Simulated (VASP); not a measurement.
# CdIn2O4 (Fd-3m) in VASP: relaxation of cell and atoms with PBE+D3(BJ)

Aim: the relaxation of cell and atoms of CdIn2O4 with PBE+D3(BJ).

Everything below comes from runs of VASP 6.6.1. Logs are shortened: lines on timing, memory, paths and dates and some standing lists are left out, and cuts for length are marked.

### Step 1. The cell of the first run

Symmetry: Fd-3m, No. 227, cubic system. The conventional cell has a = 9.319 Å, b = 9.319 Å, c = 9.319 Å, α = 90.00°, β = 90.00°, γ = 90.00°. Cd (site symmetry -43m) has 4 O at 2.23 Å within 2.9 Å. Within 2.9 Å of In (site symmetry -3m) lie 6 O at 2.22 Å. O (site symmetry 3m) has 3 In at 2.22 Å and 1 Cd at 2.23 Å and 3 O at 2.95 Å within 3.0 Å.

### Step 2. Relaxation of cell and atoms, PBE+D3(BJ)

Contents of INCAR:

```
SYSTEM = CdIn2O4
PREC     = Accurate       ! precision mode
ENCUT    = 600            ! plane-wave cutoff, eV
EDIFF    = 1E-7           ! SCF threshold, eV
ISMEAR   = 0              ! smearing method
SIGMA    = 0.02           ! smearing width, eV
LREAL    = .False.        ! projectors in reciprocal space
LASPH    = .True.         ! aspherical terms in the spheres
NELM     = 120            ! most SCF steps
ALGO     = Normal         ! electronic algorithm
ISIF     = 3              ! what is computed and relaxed
LWAVE    = .False.        ! write WAVECAR
LCHARG   = .False.        ! write CHGCAR
GGA      = PE             ! functional
IVDW     = 12             ! dispersion correction
IBRION   = 2              ! ionic algorithm
NSW      = 70             ! ionic steps
EDIFFG   = -0.02          ! ionic threshold
GGA_COMPAT= .False.      
NELMIN   = 4
```

Contents of KPOINTS:

```
Automatic mesh
0
Gamma
  6 6 6
  0 0 0
```

Contents of POSCAR:

```
CdIn2O4
1.0
    0.0000000000      4.6594760611      4.6594760611
    4.6594760611      0.0000000000      4.6594760611
    4.6594760611      4.6594760611      0.0000000000
Cd In O
2 4 8
Direct
    0.2500000000      0.2500000000      0.2500000000
    0.0000000000      0.0000000000      0.0000000000
    0.1250000000      0.6250000000      0.6250000000
    0.6250000000      0.6250000000      0.6250000000
    0.6250000000      0.1250000000      0.6250000000
    0.6250000000      0.6250000000      0.1250000000
    0.8619851576      0.8619851576      0.8619851576
    0.8359554727      0.3880148424      0.3880148424
    0.3880148424      0.3880148424      0.8359554727
    0.3880148424      0.8359554727      0.3880148424
    0.8619851576      0.8619851576      0.4140445273
    0.8619851576      0.4140445273      0.8619851576
    0.3880148424      0.3880148424      0.3880148424
    0.4140445273      0.8619851576      0.8619851576
```

Potentials or basis: VASP PAW PBE potentials, release 64 (Cd, In_d, O).

Launch:

```sh
cat potpaw_PBE.64/Cd/POTCAR potpaw_PBE.64/In_d/POTCAR potpaw_PBE.64/O/POTCAR > POTCAR
mpirun -np 1 vasp_std > vasp.out
```

OUTCAR:

```text
SYSTEM = CdIn2O4
   PREC = Accurate
   ENCUT = 600
   EDIFF = 1E-7
   ISMEAR = 0
   LREAL = .False.
   LASPH = .True.
   NELM = 120
   ISIF = 3
   GGA = PE
   IVDW = 12
   IBRION = 2
   NSW = 70
   EDIFFG = -0.02
   NELMIN = 4
 IVDW          = 12

 ion  position               nearest neighbor table
   1  0.250  0.250  0.250-  13 2.23   9 2.23  10 2.23   8 2.23   6 3.86   5 3.86   3 3.86   4 3.86
                             4 3.86   4 3.86   3 3.86   3 3.86   6 3.86   5 3.86   5 3.86   6 3.86
   2  0.000  0.000  0.000-   7 2.23  11 2.23  12 2.23  14 2.23   6 3.86   4 3.86   4 3.86   4 3.86
                             3 3.86   5 3.86   5 3.86   6 3.86   3 3.86   6 3.86   5 3.86   3 3.86
   3  0.125  0.625  0.625-   9 2.22  10 2.22  11 2.22  12 2.22   7 2.22  13 2.22   4 3.29   6 3.29
                             5 3.29   4 3.29   5 3.29   6 3.29   1 3.86   2 3.86   1 3.86   2 3.86
   4  0.625  0.625  0.625-   8 2.22   9 2.22  10 2.22  11 2.22  12 2.22  14 2.22   3 3.29   5 3.29
                             6 3.29   6 3.29   5 3.29   3 3.29   2 3.86   1 3.86   2 3.86   1 3.86
   5  0.625  0.125  0.625-   8 2.22   9 2.22  11 2.22  14 2.22  13 2.22   7 2.22   4 3.29   6 3.29
                             3 3.29   4 3.29   6 3.29   3 3.29   1 3.86   2 3.86   2 3.86   1 3.86
   6  0.625  0.625  0.125-   8 2.22  10 2.22  12 2.22  14 2.22  13 2.22   7 2.22   4 3.29   3 3.29
                             4 3.29   5 3.29   5 3.29   3 3.29   1 3.86   2 3.86   2 3.86   1 3.86
   7  0.862  0.862  0.862-   3 2.22   5 2.22   6 2.22   2 2.23
   8  0.836  0.388  0.388-   5 2.22   6 2.22   4 2.22   1 2.23
   9  0.388  0.388  0.836-   3 2.22   5 2.22   4 2.22   1 2.23
  10  0.388  0.836  0.388-   3 2.22   6 2.22   4 2.22   1 2.23
  11  0.862  0.862  0.414-   3 2.22   5 2.22   4 2.22   2 2.23
  12  0.862  0.414  0.862-   3 2.22   6 2.22   4 2.22   2 2.23
  13  0.388  0.388  0.388-   3 2.22   5 2.22   6 2.22   1 2.23
  14  0.414  0.862  0.862-   5 2.22   6 2.22   4 2.22   2 2.23

  LATTYP: Found a face centered cubic cell.
 ALAT       =     9.3189521222

  Lattice vectors:

 A1 = (   0.0000000000,   4.6594760611,   4.6594760611)
 A2 = (   4.6594760611,   0.0000000000,   4.6594760611)
 A3 = (   4.6594760611,   4.6594760611,   0.0000000000)

Analysis of symmetry for initial positions (statically):
=====================================================================
 Subroutine PRICEL returns:
 Original cell was already a primitive cell.

 Routine SETGRP: Setting up the symmetry group for a
 face centered cubic supercell.

 Subroutine GETGRP returns: Found 48 space group operations
 (whereof 24 operations were pure point group operations)
 out of a pool of 48 trial point group operations.

The static configuration has the point symmetry T_d .
 The point group associated with its full space group is O_h .

Analysis of symmetry for dynamics (positions and initial velocities):
=====================================================================
 Subroutine PRICEL returns:
 Original cell was already a primitive cell.

 Routine SETGRP: Setting up the symmetry group for a
 face centered cubic supercell.

 Subroutine GETGRP returns: Found 48 space group operations
 (whereof 24 operations were pure point group operations)
 out of a pool of 48 trial point group operations.

The dynamic configuration has the point symmetry T_d .
 The point group associated with its full space group is O_h .

 Subroutine INISYM returns: Found 48 space group operations
 (whereof 24 operations are pure point group operations),
 and found     1 'primitive' translations

----------------------------------------------------------------------------------------

                                     Primitive cell

  volume of cell :     202.3211

  direct lattice vectors                    reciprocal lattice vectors
     0.000000000  4.659476061  4.659476061    -0.107308202  0.107308202  0.107308202
     4.659476061  0.000000000  4.659476061     0.107308202 -0.107308202  0.107308202
     4.659476061  4.659476061  0.000000000     0.107308202  0.107308202 -0.107308202

  length of vectors
     6.589494239  6.589494239  6.589494239     0.185863259  0.185863259  0.185863259

  position of ions in fractional coordinates (direct lattice)
     0.250000000  0.250000000  0.250000000
     0.000000000  0.000000000  0.000000000
     0.125000000  0.625000000  0.625000000
     0.625000000  0.625000000  0.625000000
     0.625000000  0.125000000  0.625000000
     0.625000000  0.625000000  0.125000000
     0.861985158  0.861985158  0.861985158
     0.835955473  0.388014842  0.388014842
     0.388014842  0.388014842  0.835955473
     0.388014842  0.835955473  0.388014842
     0.861985158  0.861985158  0.414044527
     0.861985158  0.414044527  0.861985158
     0.388014842  0.388014842  0.388014842
     0.414044527  0.861985158  0.861985158

  ion indices of the primitive-cell ions
   primitive index   ion index
                 1           1
                 2           2
                 3           3
                 4           4
                 5           5
                 6           6
                 7           7
                 8           8
                 9           9
                10          10
                11          11
                12          12
                13          13
                14          14

----------------------------------------------------------------------------------------

 KPOINTS: Automatic mesh

Automatic generation of k-mesh.
 Grid dimensions read from file:
 generate k-points for:    6    6    6

 Generating k-lattice:

  Cartesian coordinates                     Fractional coordinates (reciprocal lattice)
    -0.017884700  0.017884700  0.017884700     0.166666667  0.000000000  0.000000000
     0.017884700 -0.017884700  0.017884700     0.000000000  0.166666667  0.000000000
     0.017884700  0.017884700 -0.017884700     0.000000000  0.000000000  0.166666667

  Length of vectors
     0.030977210  0.030977210  0.030977210

  Shift w.r.t. Gamma in fractional coordinates (k-lattice)
     0.000000000  0.000000000  0.000000000

 Subroutine IBZKPT returns following result:
 ===========================================

 Found     16 irreducible k-points:

 Following reciprocal coordinates:
            Coordinates               Weight
  0.000000  0.000000  0.000000      1.000000
  0.166667  0.000000  0.000000      8.000000
  0.333333  0.000000  0.000000      8.000000
  0.500000  0.000000  0.000000      4.000000
  0.166667  0.166667  0.000000      6.000000
  0.333333  0.166667  0.000000     24.000000
[... 8 lines left out ...]
 -0.333333  0.333333  0.166667     24.000000
 -0.333333  0.500000  0.166667     12.000000
   k-points           NKPTS =     16   k-points in BZ     NKDIM =     16   number of bands    NBANDS=     74
   number of dos      NEDOS =    301   number of ions     NIONS =     14
   total plane-waves  NPLWV = 157464
   dimension x,y,z NGX =    54 NGY =   54 NGZ =   54
   dimension x,y,z NGXF=   108 NGYF=  108 NGZF=  108
   ions per type =               2   4   8
   NGX,Y,Z   is equivalent  to a cutoff of  13.62, 13.62, 13.62 a.u.
   NGXF,Y,Z  is equivalent  to a cutoff of  27.25, 27.25, 27.25 a.u.
 SYSTEM =  CdIn2O4
   PREC   = accura    normal or accurate (medium, high low for compatibility)
   ISTART =      0    job   : 0-new  1-cont  2-samecut
   ICHARG =      2    charge: 1-file 2-atom 10-const
   ISPIN  =      1    spin polarized calculation?
   LNONCOLLINEAR =      F non collinear calculations
   LSORBIT =      F    spin-orbit coupling
   LASPH  =      T    aspherical Exc in radial PAW
   ENCUT  =  600.0 eV  44.10 Ry    6.64 a.u.  13.16 13.16 13.16*2*pi/ulx,y,z
   NELM   =    120;   NELMIN=  4; NELMDL= -5     # of ELM steps
   EDIFF  = 0.1E-06   stopping-criterion for ELM
   LREAL  =      F    real-space projection
   EDIFFG = -.2E-01   stopping-criterion for IOM
   NSW    =     70    number of steps for IOM
   IBRION =      2    ionic relax: 0-MD 1-quasi-New 2-CG
   NFREE  =      1    steps in history (QN), initial steepest desc. (CG)
   ISIF   =      3    stress and relaxation
   ISYM   =      2    0-nonsym 1-usesym 2-fastsym
   POTIM  = 0.5000    time-step for ionic-motion
   TEBEG  =    0.0;   TEEND  =   0.0 temperature during run
   PSTRESS=    0.0 pullay stress
   NELECT =     124.0000    total number of electrons
   NUPDOWN=      -1.0000    fix difference up-down
   EMIN   =  10.00;   EMAX   =-10.00  energy-range for DOS
   EFERMI =   0.00;   METHOD = LEGACY
   ISMEAR =     0;   SIGMA  =   0.02  broadening in eV -4-tet -1-fermi 0-gaus
   EFERMI_NEDOS =   21; number of points for ismear=-14 and -15
   IALGO  =     38    algorithm
   IMIX   =      4    mixing-type and parameters
     AMIX     =   0.40;   BMIX     =  1.00
     AMIX_MAG =   1.60;   BMIX_MAG =  1.00
  volume/ion in A,a.u.               =      14.45        97.52
  Fermi-wavevector in a.u.,A,eV,Ry     =   1.390598  2.627849 26.310445  1.933763
  Thomas-Fermi vector in A             =   2.514518
   LORBIT       =      0    0 simple, 1 ext, 2 COOP (PROOUT), +10 PAW based schemes
   GGA     = PE    functional components
   LHFCALC =     F    Hartree Fock is set to
   AEXX    =    0.0000 exact exchange contribution
   IVDW    =    12    specifies the selected vdW correction
   LEPSILON=     F    determine dielectric tensor
   LRPA    =     F    only Hartree local field effects (RPA)
 conjugate gradient relaxation of ions
 non-spin polarized calculation
 Gauss-broadening in eV      SIGMA  =   0.02
  energy-cutoff  :      600.00
  volume of cell :      202.32
 maximum number of plane-waves:      6782
 NGX is ok and might be reduce to    54
   NGX = 27   NGY = 27   NGZ = 27

--------------------------------------- Ionic step        1  -------------------------------------------

 number of electron     124.0000014 magnetization

 Free energy of the ion-electron system (eV)
  ---------------------------------------------------
  ext. energy  EPLUGINS =         0.00000000
  ---------------------------------------------------
  free energy    TOTEN  =       -71.70928642 eV

  energy without entropy =      -71.70928642  energy(sigma->0) =      -71.70928642

------------------------ aborting loop because EDIFF is reached ----------------------------------------

 Edisp (eV)   -3.01015

 E8    (eV) :    -1.2607

  FORCE on cell =-STRESS in cart. coord.  units (eV):
  Direction    XX          YY          ZZ          XY          YZ          ZX
  --------------------------------------------------------------------------------------
  -------------------------------------------------------------------------------------
  Total      -2.67129    -2.67129    -2.67129     0.00000    -0.00000     0.00000
  in kB     -21.15390   -21.15390   -21.15390     0.00000    -0.00000     0.00000
  external pressure =      -21.15 kB  Pullay stress =        0.00 kB
[... 189 lines left out ...]
  energy  without entropy=      -74.7404516075  energy(sigma->0) =      -74.74045161

--------------------------------------- Ionic step        5  -------------------------------------------

 number of electron     124.0000017 magnetization

 Free energy of the ion-electron system (eV)
  ---------------------------------------------------
  ext. energy  EPLUGINS =         0.00000000
  ---------------------------------------------------
  free energy    TOTEN  =       -71.67976375 eV

  energy without entropy =      -71.67976375  energy(sigma->0) =      -71.67976375

 E-fermi :   3.4501     XC(G=0): -10.6307

 val. band max:        3.2938862758   @ k =   0.5000   0.0000   0.0000
 cond. band min:       4.2661177275   @ k =   0.0000   0.0000   0.0000
 fundamental gap:      0.9722314517
 Fermi energy:         3.4501056643

 k-point     1 :       0.0000    0.0000    0.0000
  band No.  band energies     occupation
      1     -13.9451      2.00000
      2     -13.3785      2.00000
      3     -13.3785      2.00000
      4     -13.3785      2.00000
      5     -13.1022      2.00000
      6     -12.8743      2.00000
[... 1266 lines left out ...]
  FREE ENERGIE OF THE ION-ELECTRON SYSTEM (eV)
  ---------------------------------------------------
  free  energy   TOTEN  =       -74.7408953187 eV

  energy  without entropy=      -74.7408953187  energy(sigma->0) =      -74.74089532

 reached required accuracy - stopping structural energy minimisation
```

Run time: 55 min. Hardware: 1 thread of Intel Xeon Platinum 8488C (Sapphire Rapids), shared host; peak memory 0.58 GiB.

What came out:

| Item | Value |
| --- | --- |
| Free energy | -74.7409 eV |
| Relaxed volume | 14.22 Å³/atom |
| Relaxed cell | a = 6.554 Å, b = 6.554 Å, c = 6.554 Å, α = 60.00°, β = 60.00°, γ = 60.00° |
| Space group after relaxing (to 0.1 Å) | Fd-3m (No. 227) |
| Energy gained by relaxing | 1.5 meV/atom |
| Ionic steps | 5 |
| Pressure after relaxing | 0.0 GPa |
| Largest force after relaxing | 0.010 eV/Å |
| Band gap on the k mesh | 0.97 eV (least direct gap 1.04 eV) |
| Dispersion energy per atom | -0.219 eV |

Forces on the atoms (eV/Å):
```
Cd   0.000  0.000  0.000
Cd   0.000  0.000  0.000
In   0.000  0.000  0.000
In   0.000  0.000  0.000
In   0.000  0.000  0.000
In   0.000  0.000  0.000
O    0.006  0.006  0.006
O   -0.006  0.006  0.006
O    0.006  0.006 -0.006
O    0.006 -0.006  0.006
O   -0.006 -0.006  0.006
O   -0.006  0.006 -0.006
O   -0.006 -0.006 -0.006
O    0.006 -0.006 -0.006
```

The path:
```
step  energy change (eV)  largest force (eV/Å)  pressure (GPa)  volume (Å³)
   1              0.0000                0.0372           -2.12       202.32
   2             -0.0076                0.1147            1.74       196.79
   3             -0.0210                0.0458           -0.03       199.21
   4             -0.0210                0.0475            0.02       199.15
   5             -0.0215                0.0096            0.04       199.04
```

Final structure:
```
CELL_PARAMETERS angstrom
0.00000 4.63417 4.63417
4.63417 0.00000 4.63417
4.63417 4.63417 0.00000
ATOMIC_POSITIONS crystal
Cd 0.25000 0.25000 0.25000
Cd 0.00000 0.00000 0.00000
In 0.12500 0.62500 0.62500
In 0.62500 0.62500 0.62500
In 0.62500 0.12500 0.62500
In 0.62500 0.62500 0.12500
O 0.86205 0.86205 0.86205
O 0.83615 0.38795 0.38795
O 0.38795 0.38795 0.83615
O 0.38795 0.83615 0.38795
O 0.86205 0.86205 0.41385
O 0.86205 0.41385 0.86205
O 0.38795 0.38795 0.38795
O 0.41385 0.86205 0.86205
```

Caveat: spin-orbit coupling is left out, which moves the levels of the heavy elements. A k mesh can miss the band edges.
